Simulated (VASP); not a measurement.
TePb:

```
Te Pb
1.0
     0.00000    3.26786    3.26786
     3.26786    0.00000    3.26786
     3.26786    3.26786    0.00000
Te Pb
1 1
Direct
  0.50000 0.50000 0.50000
  0.00000 0.00000 0.00000
```

Base run:

| Quantity | Value |
| --- | --- |
| Program | VASP 6.6.1 |
| Functional | r2SCAN |
| Potentials or basis | VASP PAW PBE potentials, release 64 (Te, Pb_d) |
| Cutoff | 520 eV |
| k mesh | 8 × 8 × 8 |
| Occupations | gaussian, width 0.01 eV |
| Spin | no spin polarisation |

Its results: band gap on the k mesh 1.09 eV, direct; pressure 0.0 GPa.

The run is repeated on the same cell with these changes: functional from r2SCAN to PBE; k mesh from 8 × 8 × 8 to 4 × 4 × 4. What comes out?

Band gap on the k mesh 0.80 eV, direct; pressure 0.6 GPa.

Several settings changed at once, so the effect can't be laid on one alone.

Caveats: spin-orbit coupling is left out, which moves the levels of the heavy elements; the PAW data sets were made with another functional, which shifts forces and pressure a little (some runs).

A k mesh can miss the band edges.
